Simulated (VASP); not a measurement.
**Al3B2As: single point with PBE**

The system is Al3B2As.

```
CELL_PARAMETERS angstrom
6.20605 0.00000 0.00000
-3.10302 5.37460 0.00000
0.00000 0.00000 2.60508
ATOMIC_POSITIONS crystal
Al 0.50000 0.00000 0.50000
Al 0.00000 0.50000 0.50000
Al 0.50000 0.50000 0.50000
B 0.33333 0.66667 0.00000
B 0.66667 0.33333 0.00000
As 0.00000 0.00000 0.00000
```

The cell was generated, and may not be a known phase.

```yaml
Program: VASP 6.6.1
Task: single point
Functional: PBE
Potentials_or_basis: VASP PAW PBE potentials, release 64 (Al, B, As)
Cutoff: 520 eV
k_mesh: 6 × 6 × 6
Occupations: gaussian, width 0.1 eV
Spin: no spin polarisation
```

The pressure is 0.2 GPa. The band gap on the k mesh is zero (bands 10 and 11 overlap by 3.42 eV).

Stress tensor (GPa, compression positive):
```
0.20 0.00 0.00
0.00 0.20 0.00
0.00 0.00 0.06
```

Levels at points of the mesh, in eV from the Fermi level:
| k point | band 5 | band 6 | band 7 | band 8 | band 9 | band 10 | band 11 | band 12 | band 13 | band 14 |
| --- | --- | --- | --- | --- | --- | --- | --- | --- | --- | --- |
| (0.00, 0.00, 0.00) | -7.24 | -5.58 | -5.58 | -0.94 | -0.94 | 1.86 | 3.95 | 4.45 | 4.59 | 5.01 |
| (0.50, 0.00, 0.00) | -5.57 | -4.46 | -3.20 | -2.88 | -2.17 | 0.01 | 2.67 | 2.82 | 4.13 | 4.26 |
| (0.00, 0.00, 0.50) | -4.87 | -4.53 | -3.62 | -3.62 | -1.42 | -1.42 | 0.23 | 0.23 | 0.85 | 0.85 |
| (0.50, 0.00, 0.50) | -6.03 | -4.98 | -3.98 | -1.91 | -0.77 | -0.69 | 0.22 | 0.78 | 1.15 | 1.25 |

Run time: 60 s on 1 thread of Intel Xeon 8259CL (shared host), peak memory 0.23 GiB.

Caveat: the k points lie up to 0.40 Å⁻¹ apart, too coarse for converged energies and pressures of a metal.
